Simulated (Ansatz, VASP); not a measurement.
## TiC in VASP and in Ansatz

File INCAR:

```
  ALGO = Normal
  EDIFF = 1E-7
  ENCUT = 520
  GGA = PE
  ISIF = 2
  ISMEAR = 0
  LASPH = T
  LCHARG = T
  LELF = T
  LREAL = F
  LVHAR = T
  LWAVE = F
  NBANDS = 15
  NELM = 100
  PREC = Accurate
  SIGMA = 0.1
```

Contents of KPOINTS:

```
k-points
0
Gamma
  16 16 16
```

The input POSCAR:

```
TiC
1.0
    0.0000000000      2.2089001649      2.2089001649
    2.2089001649      0.0000000000      2.2089001649
    2.2089001649      2.2089001649      0.0000000000
Ti C
1 1
Direct
    0.0000000000      0.0000000000      0.0000000000
    0.5000000000      0.5000000000      0.5000000000
```

Input for Ansatz:

```yaml
crystal:
  lattice:
    - [0.0, 2.2089001649, 2.2089001649]
    - [2.2089001649, 0.0, 2.2089001649]
    - [2.2089001649, 2.2089001649, 0.0]
  atoms:
    - { symbol: Ti, position: [0.0, 0.0, 0.0] }
    - { symbol: C, position: [0.5, 0.5, 0.5] }
basis:
  ecutwfc: 420
kpoints:
  mp_grid: { grid: [16, 16, 16] }
hamiltonian:
  xc: pbe
scf:
  occupations: { method: gaussian, width: 0.1 }
output:
  forces: true
  stress: true
  eigenvalues: true
```

Alike in both runs: task single point; functional PBE; k mesh 16 × 16 × 16; occupations gaussian, width 0.1 eV; no spin polarisation.

```csv
,VASP,Ansatz
version,VASP 6.6.1,Ansatz 0.2.0
potentials or method,"VASP PAW PBE potentials, release 64 (Ti_sv, C), cutoff 520 eV","scalar-relativistic, plane waves, PAW"
valence electrons in the cell,16,16
```

|  | VASP | Ansatz | Ansatz less VASP |
| --- | --- | --- | --- |
| gap on the k mesh at the Fermi level (eV) | none | none | - |
| pressure (GPa) | -12.7 | -13.0 | -0.25 |

A gap of «none» marks a metal or a gap that the smearing closes.
